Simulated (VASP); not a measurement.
## InP: single point with r2SCAN

The system is InP.

```
CELL_PARAMETERS angstrom
0.00000 2.93050 2.88654
2.93050 0.00000 2.88654
2.93050 2.93050 0.00000
ATOMIC_POSITIONS crystal
In 0.00000 0.00000 0.00000
P 0.75000 0.75000 0.75000
```

This cell differs from its parent crystal: strain +0.000 along x and y, -0.015 along z.

| Item | Value |
| --- | --- |
| Program | VASP 6.6.1 |
| Task | single point |
| Functional | r2SCAN |
| Potentials or basis | VASP PAW PBE potentials, release 64 (In_d, P) |
| Cutoff | 520 eV |
| k mesh | 8 × 8 × 8 |
| Occupations | gaussian, width 0.05 eV |
| Spin | no spin polarisation |
| Dipole correction | no |
| Further INCAR settings | ALGO = Normal; EDIFF = 1e-06; NBANDS = 16 |

| Property | Result |
| --- | --- |
| Pressure | 2.8 GPa |
| Band gap on the k mesh | 1.21 eV |

Stress tensor (GPa, compression positive):
```
2.54 0.00 0.00
0.00 2.54 0.00
0.00 0.00 3.18
```

Levels at points of the mesh, in eV from the valence-band top:
```tsv
k point	band 5	band 6	band 7	band 8	band 9	band 10	band 11	band 12	band 13	band 14
(0.00, 0.00, 0.00)	-14.55	-12.16	-0.07	-0.07	0.00	1.21	4.38	4.40	4.40	9.15
(0.50, 0.00, 0.00)	-14.53	-10.30	-6.01	-1.13	-1.03	1.85	5.06	5.17	7.54	10.12
(0.50, 0.50, 0.00)	-14.50	-9.56	-5.93	-2.57	-2.57	1.87	2.40	10.05	10.36	10.36
(0.50, 0.00, 0.50)	-14.51	-9.62	-6.03	-2.49	-2.48	1.96	2.55	9.89	10.33	10.40
```

Run time: 2.4 min on 1 thread of Intel Xeon 8259CL (shared host), peak memory 0.21 GiB.

Caveat: the cell differs from its parent crystal (strain +0.000 along x and y, -0.015 along z); the PAW data sets were made with another functional, which shifts forces and pressure a little; spin-orbit coupling is left out, which moves the levels of the heavy elements.
